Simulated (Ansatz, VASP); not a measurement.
SiC: VASP beside Ansatz

```
CELL_PARAMETERS angstrom
3.09637 0.00000 0.00000
-1.54819 2.68154 0.00000
0.00000 0.00000 5.08143
ATOMIC_POSITIONS crystal
Si 0.66667 0.33333 0.50000
Si 0.33333 0.66667 0.00000
C 0.66667 0.33333 0.88500
C 0.33333 0.66667 0.38500
```

Alike in both runs: task single point; functional r2SCAN; dispersion D4; k mesh 10 × 10 × 5; occupations fermi-dirac, width 0.05 eV; no spin polarisation.

```csv
,VASP,Ansatz
version,VASP 6.6.1,Ansatz 0.2.0
potentials or method,"VASP PAW PBE potentials, release 64 (Si, C)",Ansatz PAW
plane-wave cutoff (eV),520,500
valence electrons in the cell,16,16
```

Ansatz gave:

- gap on the k mesh at the Fermi level (eV): 2.88
- least direct gap on the mesh (eV): 4.53
- pressure (GPa): -5.6
- traceless stress, the component that is largest in VASP (GPa): -2.17
- rms of the force components (eV/Å): 0.424

**Question.** What did VASP give for the same quantities?

**Answer.** gap on the k mesh at the Fermi level (eV): 2.89; least direct gap on the mesh (eV): 4.54; pressure (GPa): -5.8; traceless stress, the component that is largest in VASP (GPa): -2.13; rms of the force components (eV/Å): 0.424.

VASP's potentials were made for PBE, not for r2SCAN. Atom by atom the forces differ by 0.000 eV/Å (rms over components).

Noted on Ansatz's run: odd divisions of the mesh miss points on the zone boundary, where band edges often lie, so the gap on the mesh can be too wide.
